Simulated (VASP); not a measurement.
# Ge (P6_3/mmc) in VASP: further runs

The runs below take Ge through relaxation of cell and atoms, with PBEsol+D3(BJ), PBEsol+D4, BLYP, LDA.

All numbers are computed with VASP 6.6.1; they aren't measurements. Logs are shortened: lines on timing, memory, paths and dates and some standing lists are left out, and cuts for length are marked.

## Step 1: The cell of the first run

The structure is hexagonal, space group P6_3/mmc (No. 194). Conventional cell: a = 3.998 Å, b = 3.998 Å, c = 6.599 Å, α = 90.00°, β = 90.00°, γ = 120.00°. Ge (site symmetry 3m) has 4 Ge at 2.45 to 2.47 Å within 3.2 Å.

This isn't the form of Ge at room conditions, which is diamond.

## Step 2: Relaxation of cell and atoms, PBEsol+D3(BJ)

Contents of INCAR:

```
SYSTEM = Ge
PREC     = Accurate       ! precision mode
ENCUT    = 600            ! plane-wave cutoff, eV
EDIFF    = 1E-6           ! SCF threshold, eV
ISMEAR   = -1             ! smearing method
SIGMA    = 0.05           ! smearing width, eV
LREAL    = .FALSE.        ! projectors in reciprocal space
LASPH    = .TRUE.         ! aspherical terms in the spheres
NELM     = 60             ! most SCF steps
ALGO     = Normal         ! electronic algorithm
ISIF     = 3              ! what is computed and relaxed
LWAVE    = .FALSE.        ! write WAVECAR
LCHARG   = .FALSE.        ! write CHGCAR
GGA      = PS             ! functional
IVDW     = 12             ! dispersion correction
IBRION   = 2              ! ionic algorithm
NSW      = 60             ! ionic steps
EDIFFG   = -0.01          ! ionic threshold
```

Contents of KPOINTS:

```
Automatic mesh
0
G
  8 8 4
  0 0 0
```

Contents of POSCAR:

```
Ge
1.0
    3.9975858431      0.0000000000      0.0000000000
   -1.9987929216      3.4620108940      0.0000000000
    0.0000000000      0.0000000000      6.5993779500
Ge
4
Direct
    0.3333333333      0.6666666667      0.9370987500
    0.6666666667      0.3333333333      0.4370987500
    0.3333333333      0.6666666667      0.5629012500
    0.6666666667      0.3333333333      0.0629012500
```

Potentials or basis: VASP PAW PBE potentials, release 64 (Ge_d).

Command:

```console
cat potpaw_PBE.64/Ge_d/POTCAR > POTCAR
mpirun -np 1 vasp_std > vasp.out
```

OUTCAR:

```text
SYSTEM = Ge
   PREC = Accurate
   ENCUT = 600
   EDIFF = 1E-6
   ISMEAR = -1
   LREAL = .FALSE.
   LASPH = .TRUE.
   NELM = 60
   ISIF = 3
   GGA = PS
   IVDW = 12
   IBRION = 2
   NSW = 60
   EDIFFG = -0.01
 IVDW          = 12

 ion  position               nearest neighbor table
   1  0.333  0.667  0.937-   4 2.45   4 2.45   4 2.45   3 2.47
   2  0.667  0.333  0.437-   3 2.45   3 2.45   3 2.45   4 2.47
   3  0.333  0.667  0.563-   2 2.45   2 2.45   2 2.45   1 2.47
   4  0.667  0.333  0.063-   1 2.45   1 2.45   1 2.45   2 2.47

  LATTYP: Found a hexagonal cell.
 ALAT       =     3.9975858431
 C/A-ratio  =     1.6508408347

  Lattice vectors:

 A1 = (   3.9975858431,   0.0000000000,   0.0000000000)
 A2 = (  -1.9987929216,   3.4620108940,   0.0000000000)
 A3 = (   0.0000000000,   0.0000000000,   6.5993779500)

Analysis of symmetry for initial positions (statically):
=====================================================================
 Subroutine PRICEL returns:
 Original cell was already a primitive cell.

 Routine SETGRP: Setting up the symmetry group for a
 hexagonal supercell.

 Subroutine GETGRP returns: Found 24 space group operations
 (whereof 12 operations were pure point group operations)
 out of a pool of 24 trial point group operations.

The static configuration has the point symmetry D_3d.
 The point group associated with its full space group is D_6h.

Analysis of symmetry for dynamics (positions and initial velocities):
=====================================================================
 Subroutine PRICEL returns:
 Original cell was already a primitive cell.

 Routine SETGRP: Setting up the symmetry group for a
 hexagonal supercell.

 Subroutine GETGRP returns: Found 24 space group operations
 (whereof 12 operations were pure point group operations)
 out of a pool of 24 trial point group operations.

The dynamic configuration has the point symmetry D_3d.
 The point group associated with its full space group is D_6h.

 Subroutine INISYM returns: Found 24 space group operations
 (whereof 12 operations are pure point group operations),
 and found     1 'primitive' translations

----------------------------------------------------------------------------------------

                                     Primitive cell

  volume of cell :      91.3333

  direct lattice vectors                    reciprocal lattice vectors
     3.997585843  0.000000000  0.000000000     0.250150976  0.144424733  0.000000000
    -1.998792922  3.462010894  0.000000000     0.000000000  0.288849467  0.000000000
     0.000000000  0.000000000  6.599377950     0.000000000  0.000000000  0.151529433

  length of vectors
     3.997585843  3.997585843  6.599377950     0.288849467  0.288849467  0.151529433

  position of ions in fractional coordinates (direct lattice)
     0.333333333  0.666666667  0.937098750
     0.666666667  0.333333333  0.437098750
     0.333333333  0.666666667  0.562901250
     0.666666667  0.333333333  0.062901250

  ion indices of the primitive-cell ions
   primitive index   ion index
                 1           1
                 2           2
                 3           3
                 4           4

----------------------------------------------------------------------------------------

 KPOINTS: Automatic mesh

Automatic generation of k-mesh.
 Grid dimensions read from file:
 generate k-points for:    8    8    4

 Generating k-lattice:

  Cartesian coordinates                     Fractional coordinates (reciprocal lattice)
     0.031268872  0.018053092  0.000000000     0.125000000 -0.000000000  0.000000000
     0.000000000  0.036106183  0.000000000     0.000000000  0.125000000  0.000000000
     0.000000000  0.000000000  0.037882358     0.000000000  0.000000000  0.250000000

  Length of vectors
     0.036106183  0.036106183  0.037882358

  Shift w.r.t. Gamma in fractional coordinates (k-lattice)
     0.000000000  0.000000000  0.000000000

 Subroutine IBZKPT returns following result:
 ===========================================

 Found     30 irreducible k-points:

 Following reciprocal coordinates:
            Coordinates               Weight
  0.000000  0.000000  0.000000      1.000000
  0.125000  0.000000  0.000000      6.000000
  0.250000  0.000000  0.000000      6.000000
  0.375000  0.000000  0.000000      6.000000
  0.500000  0.000000  0.000000      3.000000
  0.125000  0.125000  0.000000      6.000000
[... 16 lines left out ...]
  0.250000  0.000000  0.500000      6.000000
  0.375000  0.000000  0.500000      6.000000
 [... further k-points ...]
   k-points           NKPTS =     30   k-points in BZ     NKDIM =     30   number of bands    NBANDS=     33
   number of dos      NEDOS =    301   number of ions     NIONS =      4
   total plane-waves  NPLWV =  55296
   dimension x,y,z NGX =    32 NGY =   32 NGZ =   54
   dimension x,y,z NGXF=    64 NGYF=   64 NGZF=  108
   ions per type =               4
   NGX,Y,Z   is equivalent  to a cutoff of  13.31, 13.31, 13.60 a.u.
   NGXF,Y,Z  is equivalent  to a cutoff of  26.62, 26.62, 27.21 a.u.
 SYSTEM =  Ge
   PREC   = accura    normal or accurate (medium, high low for compatibility)
   ISTART =      0    job   : 0-new  1-cont  2-samecut
   ICHARG =      2    charge: 1-file 2-atom 10-const
   ISPIN  =      1    spin polarized calculation?
   LNONCOLLINEAR =      F non collinear calculations
   LSORBIT =      F    spin-orbit coupling
   LASPH  =      T    aspherical Exc in radial PAW
   ENCUT  =  600.0 eV  44.10 Ry    6.64 a.u.   7.98  7.98 13.18*2*pi/ulx,y,z
   NELM   =     60;   NELMIN=  2; NELMDL= -5     # of ELM steps
   EDIFF  = 0.1E-05   stopping-criterion for ELM
   LREAL  =      F    real-space projection
   EDIFFG = -.1E-01   stopping-criterion for IOM
   NSW    =     60    number of steps for IOM
   IBRION =      2    ionic relax: 0-MD 1-quasi-New 2-CG
   NFREE  =      1    steps in history (QN), initial steepest desc. (CG)
   ISIF   =      3    stress and relaxation
   ISYM   =      2    0-nonsym 1-usesym 2-fastsym
   POTIM  = 0.5000    time-step for ionic-motion
   TEBEG  =    0.0;   TEEND  =   0.0 temperature during run
   PSTRESS=    0.0 pullay stress
   NELECT =      56.0000    total number of electrons
   NUPDOWN=      -1.0000    fix difference up-down
   EMIN   =  10.00;   EMAX   =-10.00  energy-range for DOS
   EFERMI =   0.00;   METHOD = LEGACY
   ISMEAR =    -1;   SIGMA  =   0.05  broadening in eV -4-tet -1-fermi 0-gaus
   EFERMI_NEDOS =   21; number of points for ismear=-14 and -15
   IALGO  =     38    algorithm
   IMIX   =      4    mixing-type and parameters
     AMIX     =   0.40;   BMIX     =  1.00
     AMIX_MAG =   1.60;   BMIX_MAG =  1.00
  volume/ion in A,a.u.               =      22.83       154.09
  Fermi-wavevector in a.u.,A,eV,Ry     =   1.390789  2.628209 26.317650  1.934293
  Thomas-Fermi vector in A             =   2.514690
   LORBIT       =      0    0 simple, 1 ext, 2 COOP (PROOUT), +10 PAW based schemes
   GGA     = PS    functional components
   LHFCALC =     F    Hartree Fock is set to
   AEXX    =    0.0000 exact exchange contribution
   IVDW    =    12    specifies the selected vdW correction
   LEPSILON=     F    determine dielectric tensor
   LRPA    =     F    only Hartree local field effects (RPA)
 conjugate gradient relaxation of ions
 non-spin polarized calculation
  energy-cutoff  :      600.00
  volume of cell :       91.33
 maximum number of plane-waves:      3070
 NGX is ok and might be reduce to    32
   NGX = 15   NGY = 15   NGZ = 27

--------------------------------------- Ionic step        1  -------------------------------------------

 number of electron      55.9999987 magnetization

 Free energy of the ion-electron system (eV)
  ---------------------------------------------------
  ext. energy  EPLUGINS =         0.00000000
  ---------------------------------------------------
  free energy    TOTEN  =       -19.67775376 eV

  energy without entropy =      -19.67644781  energy(sigma->0) =      -19.67710078

------------------------ aborting loop because EDIFF is reached ----------------------------------------

 Edisp (eV)   -1.08510

 E8    (eV) :    -0.7248

  FORCE on cell =-STRESS in cart. coord.  units (eV):
  Direction    XX          YY          ZZ          XY          YZ          ZX
  --------------------------------------------------------------------------------------
  -------------------------------------------------------------------------------------
  Total      -1.03792    -1.03792    -1.21917     0.00000    -0.00000     0.00000
  in kB     -18.20735   -18.20735   -21.38674     0.00000    -0.00000     0.00000
  external pressure =      -19.27 kB  Pullay stress =        0.00 kB
[... 149 lines left out ...]
  energy  without entropy=      -20.7777871007  energy(sigma->0) =      -20.77839435

--------------------------------------- Ionic step        5  -------------------------------------------

 number of electron      56.0000005 magnetization

 Free energy of the ion-electron system (eV)
  ---------------------------------------------------
  ext. energy  EPLUGINS =         0.00000000
  ---------------------------------------------------
  free energy    TOTEN  =       -19.66406053 eV

  energy without entropy =      -19.66285350  energy(sigma->0) =      -19.66345702

 E-fermi :   5.1778     XC(G=0): -10.2170

 val. band max:        5.0247713144   @ k =   0.0000   0.0000   0.0000
 cond. band min:       5.2312461249   @ k =   0.0000   0.0000   0.2500
 fundamental gap:      0.2064748105
 Fermi energy:         5.1778486208

 k-point     1 :       0.0000    0.0000    0.0000
  band No.  band energies     occupation
      1     -19.7793      2.00000
      2     -19.7793      2.00000
      3     -19.7398      2.00000
      4     -19.7376      2.00000
      5     -19.7376      2.00000
      6     -19.7253      2.00000
[... 853 lines left out ...]
     32       7.6198      0.00000
     33      11.1350      0.00000

 [... further k-points ...]

------------------------ aborting loop because EDIFF is reached ----------------------------------------

 Edisp (eV)   -1.11497

 E8    (eV) :    -0.7447

  FORCE on cell =-STRESS in cart. coord.  units (eV):
  Direction    XX          YY          ZZ          XY          YZ          ZX
  --------------------------------------------------------------------------------------
  -------------------------------------------------------------------------------------
  Total      -0.00856    -0.00856    -0.03794     0.00000     0.00000     0.00000
  in kB      -0.15446    -0.15446    -0.68452     0.00000     0.00000     0.00000
  external pressure =       -0.33 kB  Pullay stress =        0.00 kB
[... 19 lines left out ...]
  FREE ENERGIE OF THE ION-ELECTRON SYSTEM (eV)
  ---------------------------------------------------
  free  energy   TOTEN  =       -20.7790275393 eV

  energy  without entropy=      -20.7778205089  energy(sigma->0) =      -20.77842402

 reached required accuracy - stopping structural energy minimisation
```

It took 2.6 min on 1 thread of Intel Xeon Platinum 8488C (Sapphire Rapids), shared host; peak memory 0.28 GiB.

Results:

```
Free energy                           : -20.7790 eV
Relaxed volume                        : 22.20 Å³/atom
Relaxed cell                          : a = 3.963 Å, b = 3.963 Å, c = 6.529 Å, α = 90.00°, β = 90.00°, γ = 120.00°
Space group after relaxing (to 0.1 Å) : P6_3/mmc (No. 194)
Energy gained by relaxing             : 4.0 meV/atom
Ionic steps                           : 5
Pressure after relaxing               : 0.0 GPa
Band gap on the k mesh                : zero (filled and empty bands overlap)
Dispersion energy per atom            : -0.279 eV
```

Forces in eV/Å, atoms in the order of the input:
```
Ge   0.000  0.000  0.003
Ge   0.000  0.000  0.003
Ge   0.000  0.000 -0.003
Ge   0.000  0.000 -0.003
```

Step by step:
| step | energy change (eV) | largest force (eV/Å) | pressure (GPa) | volume (Å³) |
| --- | --- | --- | --- | --- |
| 1 | 0.0000 | 0.0024 | -1.93 | 91.33 |
| 2 | -0.0138 | 0.0146 | 0.82 | 87.75 |
| 3 | -0.0162 | 0.0101 | 0.07 | 88.73 |
| 4 | -0.0162 | 0.0098 | -0.13 | 88.81 |
| 5 | -0.0162 | 0.0028 | -0.03 | 88.79 |

Final structure:
```xyz
4
Lattice="3.9627 0.0000 0.0000 -1.9813 3.4318 0.0000 0.0000 0.0000 6.5293" Properties=species:S:1:pos:R:3 pbc="T T T"
Ge    0.0000    2.2878    6.1189
Ge    1.9813    1.1439    2.8543
Ge    0.0000    2.2878    3.6750
Ge    1.9813    1.1439    0.4103
```

Levels at points of the mesh, in eV from the Fermi level:
```
           k point  band 26  band 27  band 28  band 29  band 30  band 31
(0.00, 0.00, 0.00)    -0.23    -0.15     0.06     0.06     0.16     2.16
(0.50, 0.00, 0.00)    -3.25    -3.02    -1.56     0.35     1.63     3.43
(0.00, 0.00, 0.50)    -0.96    -0.96    -0.96     0.65     0.65     3.29
(0.50, 0.00, 0.50)    -2.69    -2.57    -2.57     0.42     0.42     1.96
```

Caveat: semilocal functionals underestimate gaps, so a narrow gap can read as zero; the PAW data sets were made with another functional, which shifts forces and pressure a little.

(Part 1 of 2 ends here.)
